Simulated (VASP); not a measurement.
# In: single point with PBE

The system is In.

```
In
1.0
    -1.75624    1.75624    2.27603
     1.75624   -1.75624    2.27603
     1.75624    1.75624   -2.27603
In
1
Direct
  0.00000 0.00000 0.00000
```

This cell differs from its parent crystal: strain +0.080 along x and y, -0.080 along z.

```yaml
Program: VASP 6.6.1
Task: single point
Functional: PBE
Potentials_or_basis: VASP PAW PBE potentials, release 64 (In_d)
Cutoff: 520 eV
k_mesh: 20 × 20 × 20
Occupations: gaussian, width 0.15 eV
Spin: no spin polarisation
Dipole_correction: no
Further_INCAR_settings: ALGO = Fast; EDIFF = 1e-06; NBANDS = 12
```

```yaml
Pressure: -0.7 GPa
Band_gap_on_the_k_mesh: zero (an odd number of electrons rules out a gap without spin polarisation)
```

Stress tensor (GPa, compression positive):
```
-0.79  0.00  0.00
 0.00 -0.79  0.00
 0.00  0.00 -0.57
```

Levels at points of the mesh, in eV from the Fermi level:
```csv
k point,band 2,band 3,band 4,band 5,band 6,band 7,band 8,band 9,band 10,band 11
"(0.00, 0.00, 0.00)",-14.59,-14.50,-14.47,-14.38,-9.06,9.85,10.06,10.06,11.46,13.44
"(0.50, 0.00, 0.00)",-14.59,-14.51,-14.31,-14.27,-4.25,-3.06,7.21,8.32,11.23,11.41
"(0.50, 0.50, 0.00)",-14.65,-14.30,-14.30,-14.23,-2.67,-2.25,4.10,4.57,7.52,7.73
"(0.50, 0.50, 0.50)",-14.66,-14.30,-14.25,-14.25,-1.37,-1.28,3.16,3.16,6.18,6.71
```

Wall time 100 s on 1 thread of Intel(R) Xeon(R) 6975P-C (Granite Rapids), with other jobs on the host, peak memory 0.32 GiB.

Caveat: the cell differs from its parent crystal (strain +0.080 along x and y, -0.080 along z); spin-orbit coupling is left out, which moves the levels of the heavy elements.
